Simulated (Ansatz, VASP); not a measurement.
# Sc in VASP and in Ansatz

INCAR

```
SYSTEM = Sc
ALGO = Normal
EDIFF = 1E-8
ENCUT = 520
GGA = CA
ISIF = 2
ISMEAR = -1
LASPH = .TRUE.
LCHARG = .FALSE.
LEFG = .TRUE.
LREAL = .FALSE.
LWAVE = .FALSE.
NBANDS = 18
NELM = 80
PREC = Accurate
SIGMA = 0.03
```

File KPOINTS:

```
k-points
0
G
  13 13 7
  0 0 0
```

The input POSCAR:

```
Sc
1.0
    3.3307111048      0.0000000000      0.0000000000
   -1.6653555523      2.8844804293      0.0000000000
    0.0000000000      0.0000000000      5.3028884340
Sc
2
Direct
    0.3333333333      0.6666666667      0.2500000000
    0.6666666667      0.3333333333      0.7500000000
```

Input for Ansatz:

```yaml
crystal:
  lattice:
    - [3.3307111048, 0.0, 0.0]
    - [-1.6653555523, 2.8844804293, 0.0]
    - [0.0, 0.0, 5.302888434]
  atoms:
    - { symbol: Sc, position: [0.3333333333, 0.6666666667, 0.25] }
    - { symbol: Sc, position: [0.6666666667, 0.3333333333, 0.75] }
kpoints:
  mp_grid: { grid: [13, 13, 7] }
scf:
  occupations: { method: fermi_dirac, width: 0.03 }
hamiltonian:
  xc: lda
  pseudopotentials: { kind: paw }
output:
  forces: true
  stress: true
  eigenvalues: true
  efg: { contact_densities: true }
```

Change from the starting cell: volume scaled by 1.02, PAW files.

Alike in both runs: task electric field gradients; functional LDA; k mesh 13 × 13 × 7; occupations fermi-dirac, width 0.03 eV; no spin polarisation.

|  | VASP | Ansatz |
| --- | --- | --- |
| version | VASP 6.6.1 | Ansatz 0.2.0 |
| potentials or method | VASP PAW LDA potentials, release 64 (Sc_sv) | PAW with Ansatz's default frozen-core files, scalar-relativistic |
| plane-wave cutoff (eV) | 520 | 420 |
| valence electrons in the cell | 22 | 22 |

|  | VASP | Ansatz | Ansatz less VASP |
| --- | --- | --- | --- |
| pressure (GPa) | -6.1 | -6.1 | -0.05 |
| traceless stress, the component that is largest in VASP (GPa) | -1.15 | -1.15 | -0.002 |
| size of Vzz on the site where it differs most (V/Å²) | 9.1 | 8.2 | -0.88 |

LDA's correlation is that of Perdew and Zunger in VASP and of Perdew and Wang (1992) in Ansatz.
